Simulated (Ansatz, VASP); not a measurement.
## GaB2As3: VASP beside Ansatz

```
Ga B As
1.0
     3.60727    0.00000    0.00000
    -1.80364    3.12399    0.00000
     0.00000    0.00000    9.00564
Ga B As
1 2 3
Direct
  0.33333 0.66667 0.66366
  0.00000 0.00000 0.01213
  0.66667 0.33333 0.31694
  0.00000 0.00000 0.78154
  0.33333 0.66667 0.39038
  0.66667 0.33333 0.08534
```

Alike in both runs: functional PBE; k mesh 12 × 12 × 4; occupations gaussian, width 0.02 eV; no spin polarisation.

Ansatz relaxed the structure, and its values are those at the end. VASP's run is a single point on that final structure, the one shown.

```csv
,VASP,Ansatz
version,VASP 6.6.1,Ansatz 0.2.0
potentials or method,"VASP PAW PBE potentials, release 64 (Ga_d, B, As), cutoff 520 eV","scalar-relativistic, plane waves, PAW"
valence electrons in the cell,34,64
```

Ansatz gave:

| Property | Result |
| --- | --- |
| gap on the k mesh at the Fermi level (eV) | 0.22 |
| least direct gap on the mesh (eV) | 0.42 |
| pressure (GPa) | 0.0 |
| rms of the force components (eV/Å) | 0.003 |

What did VASP give for the same quantities?

gap on the k mesh at the Fermi level (eV): 0.21; least direct gap on the mesh (eV): 0.41; pressure (GPa): 0.3; rms of the force components (eV/Å): 0.011.

VASP's potentials hold 34 valence electrons a cell and Ansatz's 64, so a difference there can come from the potentials and not from the codes.
